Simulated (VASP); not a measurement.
# GaAs4 (P6/mmm) in VASP: further runs

The runs below take GaAs4 through relaxation of cell and atoms, single point, with PBE.

Everything below comes from runs of VASP 6.6.1. Logs are shortened: lines on timing, memory, paths and dates and some standing lists are left out, and cuts for length are marked.

### 1 The cell of the first run

The structure is hexagonal, space group P6/mmm (No. 191). Conventional cell: a = 5.586 Å, b = 5.586 Å, c = 5.307 Å, α = 90.00°, β = 90.00°, γ = 120.00°. Ga (site symmetry 6/mmm) has 2 As at 2.65 Å within 3.5 Å. Within 3.7 Å of As (site symmetry mmm) lie 6 As at 2.79 Å. Within 3.5 Å of As (site symmetry 6/mmm) lie 2 Ga at 2.65 Å and 6 As at 2.79 Å.

The cell was generated, and may not be a known phase.

### 2 Relaxation of cell and atoms, PBE

INCAR

```
SYSTEM = GaAs4
PREC = Accurate
ENCUT = 600
EDIFF = 1E-6
ISMEAR = 0
SIGMA = 0.1
LREAL = .False.
LASPH = .True.
NELM = 100
ALGO = Normal
ISIF = 3
LWAVE = .False.
LCHARG = .False.
GGA = PE
IBRION = 2
NSW = 100
EDIFFG = -0.01
```

KPOINTS

```
Automatic mesh
0
Gamma
  12 12 8
  0 0 0
```

POSCAR

```
GaAs4
1.0
    5.5862005946      0.0000000000      0.0000000000
   -2.7931002973      4.8377916255      0.0000000000
    0.0000000000      0.0000000000      5.3065303882
Ga As
1 4
Direct
    0.0000000000      0.0000000000      0.0000000000
    0.5000000000      0.0000000000      0.5000000000
    0.0000000000      0.5000000000      0.5000000000
    0.5000000000      0.5000000000      0.5000000000
    0.0000000000      0.0000000000      0.5000000000
```

Potentials or basis: VASP PAW PBE potentials, release 64 (Ga_d, As).

Launch:

```console
> cat potpaw_PBE.64/Ga_d/POTCAR potpaw_PBE.64/As/POTCAR > POTCAR
> mpirun -np 1 vasp_std > vasp.out
```

OUTCAR:

```text
SYSTEM = GaAs4
   PREC = Accurate
   ENCUT = 600
   EDIFF = 1E-6
   ISMEAR = 0
   LREAL = .False.
   LASPH = .True.
   NELM = 100
   ISIF = 3
   GGA = PE
   IBRION = 2
   NSW = 100
   EDIFFG = -0.01

 ion  position               nearest neighbor table
   1  0.000  0.000  0.000-   5 2.65   5 2.65
   2  0.500  0.000  0.500-   3 2.79   4 2.79   4 2.79   3 2.79   5 2.79   5 2.79
   3  0.000  0.500  0.500-   2 2.79   5 2.79   5 2.79   2 2.79   4 2.79   4 2.79
   4  0.500  0.500  0.500-   2 2.79   5 2.79   2 2.79   5 2.79   3 2.79   3 2.79
   5  0.000  0.000  0.500-   1 2.65   1 2.65   4 2.79   3 2.79   3 2.79   4 2.79   2 2.79   2 2.79

  LATTYP: Found a hexagonal cell.
 ALAT       =     5.5862005946
 C/A-ratio  =     0.9499355239

  Lattice vectors:

 A1 = (   5.5862005946,   0.0000000000,   0.0000000000)
 A2 = (  -2.7931002973,   4.8377916255,   0.0000000000)
 A3 = (   0.0000000000,   0.0000000000,   5.3065303882)

Analysis of symmetry for initial positions (statically):
=====================================================================
 Subroutine PRICEL returns:
 Original cell was already a primitive cell.

 Routine SETGRP: Setting up the symmetry group for a
 hexagonal supercell.

 Subroutine GETGRP returns: Found 24 space group operations
 (whereof 24 operations were pure point group operations)
 out of a pool of 24 trial point group operations.

The static configuration has the point symmetry D_6h.

Analysis of symmetry for dynamics (positions and initial velocities):
=====================================================================
 Subroutine PRICEL returns:
 Original cell was already a primitive cell.

 Routine SETGRP: Setting up the symmetry group for a
 hexagonal supercell.

 Subroutine GETGRP returns: Found 24 space group operations
 (whereof 24 operations were pure point group operations)
 out of a pool of 24 trial point group operations.

The dynamic configuration has the point symmetry D_6h.

 Subroutine INISYM returns: Found 24 space group operations
 (whereof 24 operations are pure point group operations),
 and found     1 'primitive' translations

----------------------------------------------------------------------------------------

                                     Primitive cell

  volume of cell :     143.4083

  direct lattice vectors                    reciprocal lattice vectors
     5.586200595  0.000000000  0.000000000     0.179012548  0.103352943  0.000000000
[... 102 lines left out ...]
   PSTRESS=    0.0 pullay stress
   NELECT =      33.0000    total number of electrons
   NUPDOWN=      -1.0000    fix difference up-down
   EMIN   =  10.00;   EMAX   =-10.00  energy-range for DOS
   EFERMI =   0.00;   METHOD = LEGACY
   ISMEAR =     0;   SIGMA  =   0.10  broadening in eV -4-tet -1-fermi 0-gaus
   EFERMI_NEDOS =   21; number of points for ismear=-14 and -15
   IALGO  =     38    algorithm
   IMIX   =      4    mixing-type and parameters
     AMIX     =   0.40;   BMIX     =  1.00
     AMIX_MAG =   1.60;   BMIX_MAG =  1.00
  volume/ion in A,a.u.               =      28.68       193.55
  Fermi-wavevector in a.u.,A,eV,Ry     =   1.003201  1.895775 13.693075  1.006413
  Thomas-Fermi vector in A             =   2.135738
   LORBIT       =      0    0 simple, 1 ext, 2 COOP (PROOUT), +10 PAW based schemes
   GGA     = PE    functional components
   LHFCALC =     F    Hartree Fock is set to
   AEXX    =    0.0000 exact exchange contribution
   IVDW    =     0    specifies the selected vdW correction
   LEPSILON=     F    determine dielectric tensor
   LRPA    =     F    only Hartree local field effects (RPA)
 conjugate gradient relaxation of ions
 non-spin polarized calculation
 Gauss-broadening in eV      SIGMA  =   0.10
  energy-cutoff  :      600.00
  volume of cell :      143.41
 maximum number of plane-waves:      4818
 NGX is ok and might be reduce to    48
   NGX = 23   NGY = 23   NGZ = 21

--------------------------------------- Ionic step        1  -------------------------------------------

 number of electron      33.0000011 magnetization

 Free energy of the ion-electron system (eV)
  ---------------------------------------------------
  ext. energy  EPLUGINS =         0.00000000
  ---------------------------------------------------
  free energy    TOTEN  =       -18.55398159 eV

  energy without entropy =      -18.53382673  energy(sigma->0) =      -18.54390416

------------------------ aborting loop because EDIFF is reached ----------------------------------------

  FORCE on cell =-STRESS in cart. coord.  units (eV):
  Direction    XX          YY          ZZ          XY          YZ          ZX
  --------------------------------------------------------------------------------------
  -------------------------------------------------------------------------------------
  Total        0.5500591      0.5500591     -1.0002047      0.0000000     -0.0000000      0.0000000
  in kB        6.1453354      6.1453354    -11.1744237      0.0000000     -0.0000000      0.0000000
  external PRESSURE =       0.3720823 kB  Pullay stress =       0.0000000 kB
[... 221 lines left out ...]
--------------------------------------- Ionic step        7  -------------------------------------------

 number of electron      33.0000000 magnetization

 Free energy of the ion-electron system (eV)
  ---------------------------------------------------
  ext. energy  EPLUGINS =         0.00000000
  ---------------------------------------------------
  free energy    TOTEN  =       -18.57444977 eV

  energy without entropy =      -18.55447941  energy(sigma->0) =      -18.56446459

 E-fermi :   2.7645     XC(G=0):  -8.6035

 val. band max:        2.7638544358   @ k =   0.0833  -0.0000   0.5000
 cond. band min:       2.7664056802   @ k =   0.4167   0.1667   0.0000
 fundamental gap:      0.0025512444
 Fermi energy:         2.7644597420

 k-point     1 :       0.0000    0.0000    0.0000
  band No.  band energies     occupation
      1     -12.5095      2.00000
      2     -12.4487      2.00000
      3     -12.4487      2.00000
      4     -12.3863      2.00000
      5     -12.3863      2.00000
      6     -11.1035      2.00000
[... 541 lines left out ...]
     19       3.0573      0.00003
     20       4.6536      0.00000

 [... further k-points ...]

------------------------ aborting loop because EDIFF is reached ----------------------------------------

  FORCE on cell =-STRESS in cart. coord.  units (eV):
  Direction    XX          YY          ZZ          XY          YZ          ZX
  --------------------------------------------------------------------------------------
  -------------------------------------------------------------------------------------
  Total        0.0002157      0.0002157     -0.0127085      0.0000000      0.0000000      0.0000000
  in kB        0.0024526      0.0024526     -0.1444664      0.0000000      0.0000000      0.0000000
  external PRESSURE =      -0.0465204 kB  Pullay stress =       0.0000000 kB
[... 20 lines left out ...]
  FREE ENERGIE OF THE ION-ELECTRON SYSTEM (eV)
  ---------------------------------------------------
  free  energy   TOTEN  =       -18.5744497707 eV

  energy  without entropy=      -18.5544794051  energy(sigma->0) =      -18.56446459

 reached required accuracy - stopping structural energy minimisation
```

Run time: 19 min. Hardware: 1 thread of Intel Xeon Platinum 8488C (Sapphire Rapids), shared host; peak memory 0.54 GiB.

What came out:

```
Free energy                           : -18.5744 eV
Relaxed volume                        : 28.19 Å³/atom
Relaxed cell                          : a = 5.616 Å, b = 5.616 Å, c = 5.161 Å, α = 90.00°, β = 90.00°, γ = 120.00°
Space group after relaxing (to 0.1 Å) : P6/mmm (No. 191)
Energy gained by relaxing             : 4.1 meV/atom
Ionic steps                           : 7
Pressure after relaxing               : 0.0 GPa
Band gap on the k mesh                : zero (an odd number of electrons rules out a gap without spin polarisation)
```

Step by step:
```
step  energy change (eV)  largest force (eV/Å)  pressure (GPa)  volume (Å³)
   1              0.0000                0.0000            0.04       143.41
   2             -0.0118                0.0000           -0.37       143.54
   3             -0.0148                0.0000           -0.64       143.62
   4             -0.0199                0.0000           -0.10       140.99
   5             -0.0200                0.0000           -0.14       141.21
   6             -0.0204                0.0000            0.05       140.86
   7             -0.0205                0.0000            0.00       140.94
```

Final structure:
```
Ga As
1.0
     5.61559    0.00000    0.00000
    -2.80780    4.86325    0.00000
     0.00000    0.00000    5.16077
Ga As
1 4
Direct
  0.00000 0.00000 0.00000
  0.50000 0.00000 0.50000
  0.00000 0.50000 0.50000
  0.50000 0.50000 0.50000
  0.00000 0.00000 0.50000
```

### 3 Single point, PBE

This run uses another cell than the first one, of 28.13 Å³/atom.

INCAR

```
PREC = Accurate
ENCUT = 520
EDIFF = 1E-6
ISMEAR = 0
SIGMA = 0.1
LREAL = F
LASPH = T
NELM = 100
ALGO = Normal
ISIF = 2
LWAVE = F
LCHARG = T
GGA = PE
LELF = T
LVHAR = T
NBANDS = 24
```

KPOINTS

```
Automatic mesh
0
Gamma
  12 12 8
```

Edit POSCAR of step 2 so:

```diff
@@ -2,5 +2,5 @@
 1.0
-    5.5862005946      0.0000000000      0.0000000000
-   -2.7931002973      4.8377916255      0.0000000000
-    0.0000000000      0.0000000000      5.3065303882
+    5.6134023106      0.0000000000      0.0000000000
+   -2.8067011553      4.8613490026      0.0000000000
+    0.0000000000      0.0000000000      5.1550493810
 Ga As
```

Potentials or basis: VASP PAW PBE potentials, release 64 (Ga_d, As).

Launch:

```console
> cat potpaw_PBE.64/Ga_d/POTCAR potpaw_PBE.64/As/POTCAR > POTCAR
> mpirun -np 1 vasp_std > vasp.out
```

Run time: 4.7 min. Hardware: 1 thread of Intel Xeon Platinum 8259CL at 2.50GHz (Skylake/Cascade Lake), shared host; peak memory 0.45 GiB.

It converged, with:

```
Free energy            : -18.5743 eV
Pressure               : 0.1 GPa
Band gap on the k mesh : zero (an odd number of electrons rules out a gap without spin polarisation)
```

Levels at points of the mesh, in eV from the Fermi level:
```csv
k point,band 13,band 14,band 15,band 16,band 17,band 18,band 19,band 20
"(0.00, 0.00, 0.00)",-4.62,-4.07,-1.04,0.67,0.67,2.51,2.51,3.55
"(0.50, 0.00, 0.00)",-3.00,-2.00,-1.32,-1.01,-0.32,0.23,0.36,0.42
"(0.00, 0.00, 0.50)",-5.50,-2.10,0.21,0.21,1.09,1.09,2.05,3.35
"(0.50, 0.00, 0.50)",-2.98,-1.09,-1.04,-0.97,-0.72,0.37,0.39,2.26
```
